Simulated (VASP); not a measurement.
Crystal: Na.

```
CELL_PARAMETERS angstrom
3.70038 0.00000 0.00000
-1.85019 3.20463 0.00000
0.00000 0.00000 12.53732
ATOMIC_POSITIONS crystal
Na 0.66667 0.33333 0.75000
Na 0.00000 0.00000 0.50000
Na 0.33333 0.66667 0.25000
Na 0.00000 0.00000 0.00000
```

This isn't the form of Na at room conditions, which is bcc.

- Program: VASP 6.6.1
- Task: relaxation of cell and atoms
- Functional: PBEsol
- Potentials or basis: VASP PAW PBE potentials, release 64 (Na_pv)
- Cutoff: 600 eV
- k mesh: 8 × 8 × 3
- Occupations: fermi-dirac, width 0.05 eV
- Spin: no spin polarisation

At the start: pressure -0.1 GPa; volume 37.17 Å³/atom.

Question: How do energy, volume and symmetry change on relaxing?

Answer: Over 8 steps the energy falls by 4.9 meV/atom and the volume is 36.26 Å³/atom (-2.4 %); space group P6_3/mmc (No. 194, to 0.1 Å) before and after.

Step by step:
| step | energy change (eV) | largest force (eV/Å) | pressure (GPa) | volume (Å³) |
| --- | --- | --- | --- | --- |
| 1 | 0.0000 | 0.0000 | -0.15 | 148.67 |
| 2 | -0.0065 | 0.0000 | -0.12 | 147.92 |
| 3 | -0.0176 | 0.0000 | -0.03 | 145.90 |
| 4 | -0.0109 | 0.0000 | 0.22 | 141.68 |
| 5 | -0.0194 | 0.0000 | 0.05 | 144.32 |
| 6 | -0.0195 | 0.0000 | 0.03 | 144.64 |
| 7 | -0.0195 | 0.0000 | 0.03 | 144.73 |
| 8 | -0.0196 | 0.0000 | 0.01 | 145.03 |

Final structure:
```
Na
1.0
     3.74010    0.00000    0.00000
    -1.87005    3.23902    0.00000
     0.00000    0.00000   11.97215
Na
4
Direct
  0.66667 0.33333 0.75000
  0.00000 0.00000 0.50000
  0.33333 0.66667 0.25000
  0.00000 0.00000 0.00000
```

Caveat: the PAW data sets were made with another functional, which shifts forces and pressure a little.
